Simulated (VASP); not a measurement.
# AgCl (P6_3/mmc) in VASP: single point with PBE

Aim: the single point of AgCl with PBE.

Everything below comes from runs of VASP 6.6.1. Logs are shortened: lines on timing, memory, paths and dates and some standing lists are left out, and cuts for length are marked.

## 1. The cell of the first run

Symmetry: P6_3/mmc, No. 194, hexagonal system. The conventional cell has a = 4.518 Å, b = 4.518 Å, c = 5.723 Å, α = 90.00°, β = 90.00°, γ = 120.00°. Ag (site symmetry -6m2) has 5 Cl at 2.61 to 2.86 Å within 3.4 Å. Within 3.4 Å of Cl (site symmetry -6m2) lie 5 Ag at 2.61 to 2.86 Å.

## 2. Single point, PBE, non-collinear spin, zero start, spin-orbit coupling

Input file INCAR:

```
  ALGO = Normal
  EDIFF = 1E-6
  ENCUT = 520
  GGA = PE
  GGA_COMPAT = False
  ISIF = 2
  ISMEAR = 0
  LASPH = True
  LCHARG = False
  LMAXMIX = 4
  LNONCOLLINEAR = True
  LORBIT = 11
  LORBMOM = True
  LREAL = False
  LSORBIT = True
  LWAVE = False
  MAGMOM = 0 0 0 0 0 0 0 0 0 0 0 0
  NBANDS = 50
  NELM = 150
  PREC = Accurate
  SIGMA = 0.01
```

Input file KPOINTS:

```
k-points
0
Gamma
  6 6 4
```

Input file POSCAR:

```
AgCl
1.0
    4.5183990750      0.0000000000      0.0000000000
   -2.2591995375      3.9130483834      0.0000000000
    0.0000000000      0.0000000000      5.7230251153
Ag Cl
2 2
Direct
    0.3333333333      0.6666666667      0.2500000000
    0.6666666667      0.3333333333      0.7500000000
    0.6666666667      0.3333333333      0.2500000000
    0.3333333333      0.6666666667      0.7500000000
```

Potentials or basis: VASP PAW PBE potentials, release 64 (Ag, Cl).

On the command line:

```sh
> cat potpaw_PBE.64/Ag/POTCAR potpaw_PBE.64/Cl/POTCAR > POTCAR
> mpirun -np 1 vasp_ncl > vasp.out
```

OUTCAR:

```text
EDIFF = 1E-6
   ENCUT = 520
   GGA = PE
   ISIF = 2
   ISMEAR = 0
   LASPH = True
   LNONCOLLINEAR = True
   LORBIT = 11
   LREAL = False
   LSORBIT = True
   NELM = 150
   PREC = Accurate

 ion  position               nearest neighbor table
   1  0.333  0.667  0.250-   3 2.61   3 2.61   3 2.61   4 2.86   4 2.86
   2  0.667  0.333  0.750-   4 2.61   4 2.61   4 2.61   3 2.86   3 2.86
   3  0.667  0.333  0.250-   1 2.61   1 2.61   1 2.61   2 2.86   2 2.86
   4  0.333  0.667  0.750-   2 2.61   2 2.61   2 2.61   1 2.86   1 2.86

  LATTYP: Found a hexagonal cell.
 ALAT       =     4.5183990750
 C/A-ratio  =     1.2666046138

  Lattice vectors:

 A1 = (   4.5183990750,   0.0000000000,   0.0000000000)
 A2 = (  -2.2591995375,   3.9130483834,   0.0000000000)
 A3 = (   0.0000000000,   0.0000000000,   5.7230251153)

Analysis of symmetry for initial positions (statically):
=====================================================================
 Subroutine PRICEL returns:
 Original cell was already a primitive cell.

 Routine SETGRP: Setting up the symmetry group for a
 hexagonal supercell.

 Subroutine GETGRP returns: Found 24 space group operations
 (whereof 12 operations were pure point group operations)
 out of a pool of 24 trial point group operations.

The static configuration has the point symmetry D_3d.
 The point group associated with its full space group is D_6h.

Analysis of symmetry for dynamics (positions and initial velocities):
=====================================================================
 Subroutine PRICEL returns:
 Original cell was already a primitive cell.

 Routine SETGRP: Setting up the symmetry group for a
 hexagonal supercell.

 Subroutine GETGRP returns: Found 24 space group operations
 (whereof 12 operations were pure point group operations)
 out of a pool of 24 trial point group operations.

The dynamic configuration has the point symmetry D_3d.
 The point group associated with its full space group is D_6h.

Analysis of structural, dynamic, and magnetic symmetry:
=====================================================================
 Subroutine PRICEL returns:
 Original cell was already a primitive cell.

 Routine SETGRP: Setting up the symmetry group for a
 hexagonal supercell.

 Subroutine GETGRP returns: Found 24 space group operations
 (whereof 12 operations were pure point group operations)
 out of a pool of 24 trial point group operations.

The overall configuration has the point symmetry D_3d.
 The point group associated with its full space group is D_6h.

 Subroutine INISYM returns: Found 24 space group operations
 (whereof 12 operations are pure point group operations),
 and found     1 'primitive' translations

----------------------------------------------------------------------------------------

                                     Primitive cell

  volume of cell :     101.1872

  direct lattice vectors                    reciprocal lattice vectors
     4.518399075  0.000000000  0.000000000     0.221317326  0.127777618  0.000000000
    -2.259199537  3.913048383  0.000000000     0.000000000  0.255555235  0.000000000
     0.000000000  0.000000000  5.723025115     0.000000000  0.000000000  0.174732765

  length of vectors
     4.518399075  4.518399075  5.723025115     0.255555235  0.255555235  0.174732765

  position of ions in fractional coordinates (direct lattice)
     0.333333333  0.666666667  0.250000000
     0.666666667  0.333333333  0.750000000
     0.666666667  0.333333333  0.250000000
     0.333333333  0.666666667  0.750000000

  ion indices of the primitive-cell ions
   primitive index   ion index
                 1           1
                 2           2
                 3           3
                 4           4

----------------------------------------------------------------------------------------

 KPOINTS: k-points

Automatic generation of k-mesh.
 Grid dimensions read from file:
 generate k-points for:    6    6    4

 Generating k-lattice:

  Cartesian coordinates                     Fractional coordinates (reciprocal lattice)
     0.036886221  0.021296270  0.000000000     0.166666667  0.000000000  0.000000000
     0.000000000  0.042592539  0.000000000     0.000000000  0.166666667  0.000000000
     0.000000000  0.000000000  0.043683191     0.000000000  0.000000000  0.250000000

  Length of vectors
     0.042592539  0.042592539  0.043683191

  Shift w.r.t. Gamma in fractional coordinates (k-lattice)
     0.000000000  0.000000000  0.000000000

 Subroutine IBZKPT returns following result:
 ===========================================

[... 59 lines left out ...]
   EFERMI_NEDOS =   21; number of points for ismear=-14 and -15
   IALGO  =     38    algorithm
   IMIX   =      4    mixing-type and parameters
     AMIX     =   0.40;   BMIX     =  1.00
     AMIX_MAG =   1.60;   BMIX_MAG =  1.00
  volume/ion in A,a.u.               =      25.30       170.71
  Fermi-wavevector in a.u.,A,eV,Ry     =   1.160025  2.192129 18.308774  1.345657
  Thomas-Fermi vector in A             =   2.296611
   LORBIT       =     11    0 simple, 1 ext, 2 COOP (PROOUT), +10 PAW based schemes
   GGA     = PE    functional components
   LHFCALC =     F    Hartree Fock is set to
   AEXX    =    0.0000 exact exchange contribution
   IVDW    =     0    specifies the selected vdW correction
   LEPSILON=     F    determine dielectric tensor
   LRPA    =     F    only Hartree local field effects (RPA)
 Gauss-broadening in eV      SIGMA  =   0.01
  energy-cutoff  :      520.00
  volume of cell :      101.19
 maximum number of plane-waves:      5514
 NGX is ok and might be reduce to    36
   NGX = 17   NGY = 17   NGZ = 21

 number of electron      35.9999989 magnetization       0.0000000      0.0000000      0.0000000

 number of electron      35.9999990 magnetization      -0.0000000     -0.0000000     -0.0000000

 number of electron      35.9999990 magnetization      -0.0000000      0.0000000     -0.0000000

 number of electron      35.9999990 magnetization       0.0000000     -0.0000000      0.0000000

 Free energy of the ion-electron system (eV)
  ---------------------------------------------------
  ext. energy  EPLUGINS =         0.00000000
  ---------------------------------------------------
  free energy    TOTEN  =       -10.88578451 eV

  energy without entropy =      -10.88578451  energy(sigma->0) =      -10.88578451

 E-fermi :   2.3333     XC(G=0):  -8.8434

 val. band max:        2.2151087792   @ k =   0.0000   0.0000   0.0000
 cond. band min:       3.4813148180   @ k =   0.0000   0.0000   0.0000
 fundamental gap:      1.2662060388
 Fermi energy:         2.3333451905

 k-point     1 :       0.0000    0.0000    0.0000
  band No.  band energies     occupation
      1     -12.6876      1.00000
      2     -12.6876      1.00000
      3     -12.3105      1.00000
      4     -12.3105      1.00000
      5      -2.0837      1.00000
      6      -2.0837      1.00000
[... 1060 lines left out ...]
     47       9.2994      0.00000
     48       9.2994      0.00000
 [bands above 48 left out]

------------------------ aborting loop because EDIFF is reached ----------------------------------------

  FORCE on cell =-STRESS in cart. coord.  units (eV):
  Direction    XX          YY          ZZ          XY          YZ          ZX
  --------------------------------------------------------------------------------------
  -------------------------------------------------------------------------------------
  Total        0.6063876      0.6063876      0.8992559      0.0000000      0.0000000      0.0000000
  in kB        9.6014193      9.6014193     14.2386367      0.0000000      0.0000000      0.0000000
  external PRESSURE =      11.1471584 kB  Pullay stress =       0.0000000 kB

 VOLUME and BASIS-vectors are now :
 -----------------------------------------------------------------------------
  energy-cutoff  :      520.00
  volume of cell :      101.19
      direct lattice vectors                 reciprocal lattice vectors
     4.518399075  0.000000000  0.000000000     0.221317326  0.127777618  0.000000000
    -2.259199537  3.913048383  0.000000000     0.000000000  0.255555235  0.000000000
     0.000000000  0.000000000  5.723025115     0.000000000  0.000000000  0.174732765

 POSITION                                       TOTAL-FORCE (eV/Angst)
 -----------------------------------------------------------------------------------
     -0.00000      2.60870      1.43076        -0.000000      0.000000      0.000000
      2.25920      1.30435      4.29227        -0.000000     -0.000000      0.000000
      2.25920      1.30435      1.43076         0.000000     -0.000000      0.000000
     -0.00000      2.60870      4.29227        -0.000000      0.000000      0.000000
 -----------------------------------------------------------------------------------
    total drift:                               -0.000000      0.000000     -0.000000

  FREE ENERGIE OF THE ION-ELECTRON SYSTEM (eV)
  ---------------------------------------------------
  free  energy   TOTEN  =       -10.8857845134 eV

  energy  without entropy=      -10.8857845134  energy(sigma->0) =      -10.88578451

 orbital moment (x)

 # of ion     p       d       tot
 ----------------------------------------
  1        -0.000   0.000   0.000
  2        -0.000   0.000   0.000
  3        -0.000   0.000  -0.000
  4         0.000   0.000   0.000
 ----------------------------------------
           -0.000   0.000   0.000

 orbital moment (y)

 # of ion     p       d       tot
 ----------------------------------------
  1         0.000   0.000   0.000
  2        -0.000   0.000   0.000
  3        -0.000   0.000  -0.000
  4        -0.000   0.000  -0.000
 ----------------------------------------
           -0.000   0.000   0.000

 orbital moment (z)

 # of ion     p       d       tot
 ----------------------------------------
  1         0.000   0.000   0.000
  2         0.000   0.000   0.000
  3         0.000   0.000   0.000
  4         0.000   0.000   0.000
 ----------------------------------------
            0.000   0.000   0.000

 Spin-Orbit-Coupling matrix elements

 Ion:    1  E_soc:     -0.0388464
 l=   1
     0.0000000    -0.0009061    -0.0011284
    -0.0009061     0.0000000    -0.0009061
    -0.0011284    -0.0009061     0.0000000
 l=   2
     0.0000000    -0.0011075     0.0000000    -0.0011075    -0.0044924
    -0.0011075     0.0000000    -0.0032307    -0.0010989    -0.0011075
     0.0000000    -0.0032307     0.0000000    -0.0032307     0.0000000
    -0.0011075    -0.0010989    -0.0032307     0.0000000    -0.0011075
    -0.0044924    -0.0011075     0.0000000    -0.0011075     0.0000000
 l=   3
     0.0000000     0.0000000     0.0000000     0.0000000     0.0000000     0.0000000     0.0000000
     0.0000000     0.0000000     0.0000000     0.0000000     0.0000000     0.0000000     0.0000000
     0.0000000     0.0000000     0.0000000     0.0000000     0.0000000     0.0000000     0.0000000
     0.0000000     0.0000000     0.0000000     0.0000000     0.0000000     0.0000000     0.0000000
[... 49 lines left out ...]
 l=   2
     0.0000000     0.0000000     0.0000000     0.0000000     0.0000000
     0.0000000     0.0000000     0.0000000     0.0000000     0.0000000
     0.0000000     0.0000000     0.0000000     0.0000000     0.0000000
     0.0000000     0.0000000     0.0000000     0.0000000     0.0000000
     0.0000000     0.0000000     0.0000000     0.0000000     0.0000000
 l=   3
     0.0000000     0.0000000     0.0000000     0.0000000     0.0000000     0.0000000     0.0000000
     0.0000000     0.0000000     0.0000000     0.0000000     0.0000000     0.0000000     0.0000000
     0.0000000     0.0000000     0.0000000     0.0000000     0.0000000     0.0000000     0.0000000
     0.0000000     0.0000000     0.0000000     0.0000000     0.0000000     0.0000000     0.0000000
     0.0000000     0.0000000     0.0000000     0.0000000     0.0000000     0.0000000     0.0000000
     0.0000000     0.0000000     0.0000000     0.0000000     0.0000000     0.0000000     0.0000000
     0.0000000     0.0000000     0.0000000     0.0000000     0.0000000     0.0000000     0.0000000

 total charge

# of ion       s       p       d       tot
------------------------------------------
    1        0.215   0.159   9.363   9.737
    2        0.215   0.159   9.363   9.737
    3        1.598   3.483   0.000   5.081
    4        1.598   3.483   0.000   5.081
--------------------------------------------------
tot          3.625   7.285  18.725  29.636

 magnetization (x)

# of ion       s       p       d       tot
------------------------------------------
    1        0.000   0.000   0.000   0.000
    2        0.000   0.000   0.000   0.000
    3        0.000   0.000   0.000   0.000
    4        0.000   0.000   0.000   0.000
--------------------------------------------------
tot          0.000   0.000   0.000   0.000

 magnetization (y)

# of ion       s       p       d       tot
------------------------------------------
    1       -0.000   0.000   0.000   0.000
    2       -0.000   0.000   0.000   0.000
    3       -0.000  -0.000   0.000  -0.000
    4        0.000  -0.000   0.000  -0.000
--------------------------------------------------
tot         -0.000  -0.000   0.000   0.000

 magnetization (z)

# of ion       s       p       d       tot
------------------------------------------
    1        0.000   0.000   0.000   0.000
    2        0.000   0.000   0.000   0.000
    3        0.000   0.000   0.000   0.000
    4        0.000   0.000   0.000   0.000
--------------------------------------------------
tot          0.000   0.000   0.000   0.000
```

Run time: 5.4 min. Hardware: 1 thread of Oxide Virtual Turin-like, shared host; peak memory 0.51 GiB.

Results:

```yaml
Free_energy: -10.8858 eV
Pressure: 1.1 GPa
Net_moment: 0.00 μB per cell
Valence_electrons_inside_the_program's_atomic_spheres: Ag 9.74; Cl 5.08
```

Moments on the atoms (μB; x, y, z):
```
Ag  0.00 0.00 0.00
Ag  0.00 0.00 0.00
Cl  0.00 0.00 0.00
Cl  0.00 0.00 0.00
```
